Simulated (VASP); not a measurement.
# Ru (P6_3/mmc) in VASP: a series of runs, part 2 of 2

VASP 6.6.1. The steps go on from the part before.

### Step 5. Single point, PBE-based screened hybrid with 25 % exact exchange

This run uses another cell than the first one, of 14.12 Å³/atom.

POSCAR

```
Ru
1.0
    2.7414067149      0.0000000000      0.0000000000
   -1.3707033574      2.3741278572      0.0000000000
    0.0000000000      0.0000000000      4.3382472512
Ru
2
Direct
    0.6666666667      0.3333333333      0.7500000000
    0.3333333333      0.6666666667      0.2500000000
```

INCAR.step1

```
SYSTEM = Ru
ALGO = Normal
EDIFF = 1E-5
ENCUT = 520
GGA = PE
ISIF = 2
ISMEAR = -1
LASPH = .TRUE.
LREAL = .FALSE.
LWAVE = .TRUE.
NBANDS = 21
NELM = 60
PREC = Accurate
SIGMA = 0.05
```

INCAR.step2

```
SYSTEM = Ru
AEXX = 0.25
ALGO = Normal
EDIFF = 1E-6
ENCUT = 520
GGA = PE
HFSCREEN = 0.3
ISIF = 2
ISMEAR = -1
ISTART = 1
LASPH = .TRUE.
LCHARG = .TRUE.
LELF = .TRUE.
LHFCALC = .TRUE.
LREAL = .FALSE.
LVHAR = .TRUE.
LWAVE = .FALSE.
NBANDS = 21
NELM = 60
PREC = Accurate
PRECFOCK = Normal
SIGMA = 0.05
```

KPOINTS

```
k-points
0
G
  6 6 3
  0 0 0
```

Potentials or basis: VASP PAW PBE potentials, release 64 (Ru_pv).

Started as:

```console
$ cat potpaw_PBE.64/Ru_pv/POTCAR > POTCAR
$ cp INCAR.step1 INCAR
$ mpirun -np 1 vasp_std > vasp.out
$ cp INCAR.step2 INCAR
$ mpirun -np 1 vasp_std > vasp.out
```

OUTCAR:

```text
SYSTEM = Ru
   AEXX = 0.25
   EDIFF = 1E-6
   ENCUT = 520
   GGA = PE
   HFSCREEN = 0.3
   ISIF = 2
   ISMEAR = -1
   ISTART = 1
   LASPH = .TRUE.
   LHFCALC = .TRUE.
   LREAL = .FALSE.
   NELM = 60
   PREC = Accurate
   PRECFOCK = Normal

 ion  position               nearest neighbor table
   1  0.667  0.333  0.750-   2 2.69   2 2.69   2 2.69   2 2.69   2 2.69   2 2.69
   2  0.333  0.667  0.250-   1 2.69   1 2.69   1 2.69   1 2.69   1 2.69   1 2.69

  LATTYP: Found a hexagonal cell.
 ALAT       =     2.7414067149
 C/A-ratio  =     1.5824894670

  Lattice vectors:

 A1 = (   2.7414067149,   0.0000000000,   0.0000000000)
 A2 = (  -1.3707033574,   2.3741278572,   0.0000000000)
 A3 = (   0.0000000000,   0.0000000000,   4.3382472512)

Analysis of symmetry for initial positions (statically):
=====================================================================
 Subroutine PRICEL returns:
 Original cell was already a primitive cell.

 Routine SETGRP: Setting up the symmetry group for a
 hexagonal supercell.

 Subroutine GETGRP returns: Found 24 space group operations
 (whereof 12 operations were pure point group operations)
 out of a pool of 24 trial point group operations.

The static configuration has the point symmetry D_3d.
 The point group associated with its full space group is D_6h.

Analysis of symmetry for dynamics (positions and initial velocities):
=====================================================================
 Subroutine PRICEL returns:
 Original cell was already a primitive cell.

 Routine SETGRP: Setting up the symmetry group for a
 hexagonal supercell.

 Subroutine GETGRP returns: Found 24 space group operations
 (whereof 12 operations were pure point group operations)
 out of a pool of 24 trial point group operations.

[... 109 lines left out ...]
     AMIX     =   0.40;   BMIX     =  1.00
     AMIX_MAG =   1.60;   BMIX_MAG =  1.00
  volume/ion in A,a.u.               =      14.12        95.27
  Fermi-wavevector in a.u.,A,eV,Ry     =   1.632539  3.085051 36.262022  2.665183
  Thomas-Fermi vector in A             =   2.724493
   LORBIT       =      0    0 simple, 1 ext, 2 COOP (PROOUT), +10 PAW based schemes
   GGA     = PE    functional components
   LHFCALC =     T    Hartree Fock is set to
   PRECFOCK=normal    Normal, Fast or Accurate (Low or Medium for compatibility)
   ENCUT4O =  -1.0   cutoff for four orbital integrals eV
   NKREDX  =     1    reduce k-point grid by
   NKREDY  =     1    reduce k-point grid by
   NKREDZ  =     1    reduce k-point grid by
   AEXX    =    0.2500 exact exchange contribution
   HFSCREEN=    0.3000 screening length (either q_TF or 0.3 A-1)
   HFSCREENC=   0.3000 screening length for correlation (either q_TF or 0.3 A-1)
   ENCUTFOCK=  -1.0 apply spherical cutoff to Coloumb kernel
   IVDW    =     0    specifies the selected vdW correction
   LEPSILON=     F    determine dielectric tensor
   LRPA    =     F    only Hartree local field effects (RPA)
 non-spin polarized calculation
  energy-cutoff  :      520.00
  volume of cell :       28.24
 maximum number of plane-waves:       769
  NGX = 16; NGY = 16; NGZ = 28

 number of electron      28.0000011 magnetization

 Free energy of the ion-electron system (eV)
  ---------------------------------------------------
  ext. energy  EPLUGINS =         0.00000000
  ---------------------------------------------------
  free energy    TOTEN  =       -20.84965097 eV

  energy without entropy =      -20.83883043  energy(sigma->0) =      -20.84424070

 E-fermi :  11.7956     XC(G=0): -11.4472

 val. band max:       11.7777817660   @ k =   0.1667   0.1667   0.0000
 cond. band min:      11.8727005141   @ k =   0.1667  -0.0000   0.3333
 fundamental gap:      0.0949187481
 Fermi energy:        11.7956104604

 k-point     1 :       0.0000    0.0000    0.0000
  band No.  band energies     occupation
      1     -34.6304      2.00000
      2     -33.6866      2.00000
      3     -33.6866      2.00000
      4     -33.5098      2.00000
      5     -33.5098      2.00000
      6     -33.4516      2.00000
[... 325 lines left out ...]
     20      24.6738      0.00000
     21      24.6889      0.00000

------------------------ aborting loop because EDIFF is reached ----------------------------------------

  FORCE on cell =-STRESS in cart. coord.  units (eV):
  Direction    XX          YY          ZZ          XY          YZ          ZX
  --------------------------------------------------------------------------------------
  -------------------------------------------------------------------------------------
  Total       -2.8981862     -2.8981862     -4.0870270     -0.0000000      0.0000000      0.0000000
  in kB     -164.4542051   -164.4542051   -231.9135960     -0.0000000      0.0000000      0.0000000
  external PRESSURE =    -186.9406688 kB  Pullay stress =       0.0000000 kB

 VOLUME and BASIS-vectors are now :
 -----------------------------------------------------------------------------
  energy-cutoff  :      520.00
  volume of cell :       28.24
      direct lattice vectors                 reciprocal lattice vectors
     2.741406715  0.000000000  0.000000000     0.364776228  0.210603653  0.000000000
    -1.370703357  2.374127857  0.000000000     0.000000000  0.421207306  0.000000000
     0.000000000  0.000000000  4.338247251     0.000000000  0.000000000  0.230507839

 POSITION                                       TOTAL-FORCE (eV/Angst)
 -----------------------------------------------------------------------------------
      1.37070      0.79138      3.25369        -0.000000      0.000000      0.000000
     -0.00000      1.58275      1.08456         0.000000     -0.000000     -0.000000
 -----------------------------------------------------------------------------------
    total drift:                                0.000000      0.000000      0.000003

  FREE ENERGIE OF THE ION-ELECTRON SYSTEM (eV)
  ---------------------------------------------------
  free  energy   TOTEN  =       -20.8496509731 eV

  energy  without entropy=      -20.8388304326  energy(sigma->0) =      -20.84424070
```

It took 19 min on 1 thread of Intel Xeon Platinum 8488C (Sapphire Rapids), shared host; peak memory 0.25 GiB.

Results:

```
Free energy            : -20.8497 eV
Pressure               : -18.7 GPa
Band gap on the k mesh : zero (bands 14 and 15 overlap by 3.40 eV)
```

Stress tensor (GPa, compression positive):
```
-16.45   0.00   0.00
  0.00 -16.45   0.00
  0.00   0.00 -23.19
```

Levels at points of the mesh, in eV from the Fermi level:
| k point | band 11 | band 12 | band 13 | band 14 | band 15 | band 16 | band 17 | band 18 |
| --- | --- | --- | --- | --- | --- | --- | --- | --- |
| (0.00, 0.00, 0.00) | -2.53 | -2.11 | -2.11 | -1.61 | -1.61 | 1.29 | 1.29 | 1.40 |
| (0.50, 0.00, 0.00) | -2.27 | -1.83 | -1.58 | 1.59 | 2.00 | 2.03 | 4.39 | 6.56 |

Caveat: the k points lie up to 0.48 Å⁻¹ apart, too coarse for converged energies and pressures of a metal; the PAW data sets were made with another functional, which shifts forces and pressure a little.

### Step 6. Single point, B3LYP5

This run uses another cell than the first one, of 13.30 Å³/atom.

POSCAR

```
Ru
1.0
    2.6876397213      0.0000000000      0.0000000000
   -1.3438198606      2.3275642749      0.0000000000
    0.0000000000      0.0000000000      4.2531615502
Ru
2
Direct
    0.6666666667      0.3333333333      0.7500000000
    0.3333333333      0.6666666667      0.2500000000
```

INCAR.step1

```
SYSTEM = Ru
PREC = Accurate
ENCUT = 420
EDIFF = 1E-5
ISMEAR = -1
SIGMA = 0.05
LREAL = .FALSE.
LASPH = .TRUE.
NELM = 120
ALGO = Normal
ISIF = 2
LWAVE = .TRUE.
LCHARG = .FALSE.
NBANDS = 23
GGA = PE
GGA_COMPAT = .FALSE.
```

INCAR.step2

```
SYSTEM = Ru
PREC = Accurate
ENCUT = 420
EDIFF = 1E-6
ISMEAR = -1
SIGMA = 0.05
LREAL = .FALSE.
LASPH = .TRUE.
NELM = 120
ALGO = Normal
ISIF = 2
LWAVE = .FALSE.
LCHARG = .FALSE.
GGA = B5
LHFCALC = .TRUE.
AEXX = 0.2
AGGAX = 0.72
AGGAC = 0.81
ALDAC = 0.19
PRECFOCK = Normal
NBANDS = 23
ISTART = 1
GGA_COMPAT = .FALSE.
```

KPOINTS

```
Automatic mesh
0
G
  6 6 3
  0 0 0
```

Potentials or basis: VASP PAW PBE potentials, release 64 (Ru_sv).

Started as:

```console
$ cat potpaw_PBE.64/Ru_sv/POTCAR > POTCAR
$ cp INCAR.step1 INCAR
$ mpirun -np 1 vasp_std > vasp.out
$ cp INCAR.step2 INCAR
$ mpirun -np 1 vasp_std > vasp.out
```

Run time: 25 min. Hardware: 1 thread of Intel Xeon Platinum 8259CL at 2.50GHz (Skylake/Cascade Lake), shared host; peak memory 0.13 GiB.

It converged, with:

| Property | Result |
| --- | --- |
| Free energy | -20.3206 eV |
| Pressure | 12.6 GPa |
| Band gap on the k mesh | zero (bands 16 and 17 overlap by 4.34 eV) |

Stress tensor (GPa, compression positive):
```
15.48  0.00  0.00
 0.00 15.48  0.00
 0.00  0.00  6.96
```

Levels at points of the mesh, in eV from the Fermi level:
```
           k point  band 14  band 15  band 16  band 17  band 18  band 19
(0.00, 0.00, 0.00)    -2.68    -2.68    -2.11    -2.11     1.69     1.69
(0.50, 0.00, 0.00)    -2.10    -2.06     2.04     2.52     2.52     5.13
```

Caveat: the k points lie up to 0.49 Å⁻¹ apart, too coarse for converged energies and pressures of a metal; the PAW data sets were made with another functional, which shifts forces and pressure a little.

### Step 7. The runs side by side

```tsv
level	potentials or basis	cell	k mesh	cutoff (eV)	grid for exact exchange (PRECFOCK)	share of exact exchange	screening parameter	gap on the mesh (eV)	pressure (GPa)
r2SCAN	VASP PAW PBE potentials, release 64 (Ru_sv)	a = 2.669, b = 2.669, c = 4.224 Å, angles 90.0, 90.0, 120.0°, 2 atoms	11 × 11 × 6	620	-	-	-	none	12.9
r2SCAN	VASP PAW PBE potentials, release 64 (Ru_sv)	a = 2.702, b = 2.702, c = 4.268 Å, angles 90.0, 90.0, 120.0°, 2 atoms	11 × 11 × 6	620	-	-	-	none	0.1
PBE-based screened hybrid with 25 % exact exchange	VASP PAW PBE potentials, release 64 (Ru_pv)	a = 2.724, b = 2.724, c = 4.310 Å, angles 90.0, 90.0, 120.0°, 2 atoms	6 × 6 × 3	520	Normal	0.25	0.3 1/Å	none	-13.3
PBE-based screened hybrid with 25 % exact exchange	VASP PAW PBE potentials, release 64 (Ru_pv)	a = 2.741, b = 2.741, c = 4.338 Å, angles 90.0, 90.0, 120.0°, 2 atoms	6 × 6 × 3	520	Normal	0.25	0.3 1/Å	none	-18.7
B3LYP5	VASP PAW PBE potentials, release 64 (Ru_sv)	a = 2.688, b = 2.688, c = 4.253 Å, angles 90.0, 90.0, 120.0°, 2 atoms	6 × 6 × 3	420	Normal	0.2	-	none	12.6
```

Alike in all rows: task single point; no spin polarisation; smearing fermi-dirac 0.05 eV.

Caveats: some runs use coarse meshes; the PAW data sets were made with another functional, which shifts forces and pressure a little; the cell stands under pressure (at least some runs).

Total energies depend on the potentials used, so only differences within one code and one set of settings carry meaning.

The gap in the log of VASP goes by the Fermi energy; the results here count the filled bands.